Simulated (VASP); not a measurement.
A run of VASP 6.6.1 is set up as follows.

The input INCAR:

```
  PREC = Accurate
  ENCUT = 600
  EDIFF = 1E-6
  ISMEAR = 0
  SIGMA = 0.1
  LREAL = False
  LASPH = True
  NELM = 60
  ALGO = Normal
  ISIF = 3
  LWAVE = False
  LCHARG = False
  GGA = PE
  IBRION = 2
  NSW = 90
  EDIFFG = -0.04
```

The input KPOINTS:

```
regular mesh
0
Gamma
  4 4 4
```

Contents of POSCAR:

```
SrSn2O3
1.0
   -3.3824742600      3.3824742600      3.0119748800
    3.3824742600     -3.3824742600      3.0119748800
    3.3824742600      3.3824742600     -3.0119748800
Sr Sn O
1 2 3
Direct
    0.0000000000      0.0000000000      0.0000000000
    0.7500000000      0.2500000000      0.5000000000
    0.2500000000      0.7500000000      0.5000000000
    0.5000000000      0.5000000000      0.0000000000
    0.5000000000      0.0000000000      0.5000000000
    0.0000000000      0.5000000000      0.5000000000
```

Potentials or basis: VASP PAW PBE potentials, release 64 (Sr_sv, Sn_d, O).

Run with:

```sh
$ cat potpaw_PBE.64/Sr_sv/POTCAR potpaw_PBE.64/Sn_d/POTCAR potpaw_PBE.64/O/POTCAR > POTCAR
$ mpirun -np 1 vasp_std > vasp.out
```

(1) What does it give for the band gap on the k mesh?

(2) What does it give for the relaxed cell?

## Answers

(1) zero (bands 28 and 29 overlap by 1.38 eV).

(2) a = 5.632 Å, b = 5.632 Å, c = 5.632 Å, α = 127.17°, β = 127.17°, γ = 77.97°.

Caveat: spin-orbit coupling is left out, which moves the levels of the heavy elements.
